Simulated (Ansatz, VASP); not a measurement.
Na2S in VASP and in Ansatz

```xyz
3
Lattice="0.0000 3.2554 3.2554 3.2554 0.0000 3.2554 3.2554 3.2554 0.0000" Properties=species:S:1:pos:R:3 pbc="T T T"
Na    1.6277    1.6277    1.6277
Na    4.8832    4.8832    4.8832
S     0.0000    0.0000    0.0000
```

Alike in both runs: task single point; functional r2SCANh; k mesh 6 × 6 × 6; no spin polarisation.

|  | VASP | Ansatz |
| --- | --- | --- |
| version | VASP 6.6.1 | Ansatz 0.2.0 |
| potentials or method | VASP PAW PBE potentials, release 64 (Na_pv, S) | plane waves, PAW |
| plane-wave cutoff (eV) | 440 | 500 |
| occupations | gaussian, width 0.01 eV | fixed |
| valence electrons in the cell | 20 | 24 |

|  | VASP | Ansatz | Ansatz less VASP |
| --- | --- | --- | --- |
| gap on the k mesh at the Fermi level (eV) | 3.67 | 3.65 | -0.025 |
| pressure (GPa) | -0.3 | -0.1 | +0.19 |

VASP's potentials were made for PBE, not for r2SCANh. VASP's potentials hold 20 valence electrons a cell and Ansatz's 24, so a difference there can come from the potentials and not from the codes. Ansatz's warnings: stress exchange threshold loose, stress scf threshold loose.
